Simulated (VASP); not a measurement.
# Cs: single point with PBEsol

Crystal: Cs.

```xyz
1
Lattice="-3.0862 3.0862 3.0862 3.0862 -3.0862 3.0862 3.0862 3.0862 -3.0862" Properties=species:S:1:pos:R:3 pbc="T T T"
Cs    0.0000    0.0000    0.0000
```

This cell differs from its parent crystal: volume scaled by 0.96.

- Program: VASP 6.6.1
- Task: single point
- Functional: PBEsol
- Potentials or basis: VASP PAW PBE potentials, release 64 (Cs_sv)
- Cutoff: 520 eV
- k mesh: 6 × 6 × 6
- Occupations: fermi-dirac, width 0.05 eV
- Spin: no spin polarisation
- Dipole correction: no
- Further INCAR settings: ALGO = Fast; EDIFF = 1e-06; NBANDS = 10

- Pressure: -0.1 GPa

Levels at points of the mesh, in eV from the Fermi level:
```
           k point  band 2  band 3  band 4  band 5  band 6  band 7
(0.00, 0.00, 0.00)  -10.59  -10.59  -10.59   -1.66    2.48    2.48
(0.50, 0.00, 0.00)  -10.71  -10.63  -10.59    0.04    0.85    1.65
(0.50, 0.50, 0.50)  -10.68  -10.68  -10.68    0.67    0.67    2.94
```

Wall time 14 s on 1 thread of Intel(R) Xeon(R) Platinum 8259CL CPU @ 2.50GHz (Skylake/Cascade Lake), on a shared host, peak memory 0.22 GiB.

Caveat: the PAW data sets were made with another functional, which shifts forces and pressure a little; spin-orbit coupling is left out, which moves the levels of the heavy elements.
